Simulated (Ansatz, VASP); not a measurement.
# Pd in VASP and in Ansatz

```
CELL_PARAMETERS angstrom
2.11751 0.00000 0.00000
0.00000 2.11751 0.00000
0.00000 0.00000 2.11751
ATOMIC_POSITIONS crystal
Pd 0.00000 0.00000 0.00000
```

Change from the starting cell: volume scaled by 0.58, crystal datasets.

Alike in both runs: task single point; functional LDA; k mesh 15 × 15 × 15; occupations fermi-dirac, width 0.1 eV; no spin polarisation.

```csv
,VASP,Ansatz
version,VASP 6.6.1,Ansatz 0.2.0
potentials or method,"VASP PAW LDA potentials, release 64 (Pd), cutoff 520 eV","all-electron PAW with datasets made for the crystal, scalar-relativistic"
```

```csv
,VASP,Ansatz,Ansatz less VASP
pressure (GPa),354.6,366.3,+11.70
```

LDA's correlation is that of Perdew and Zunger in VASP and of Perdew and Wang (1992) in Ansatz. Both programs put the cell under a high pressure, so it lies far from rest at this level. Ansatz ran all-electron here, and VASP with PAW potentials.

Noted on VASP's run: the cell as given lies far from equilibrium.
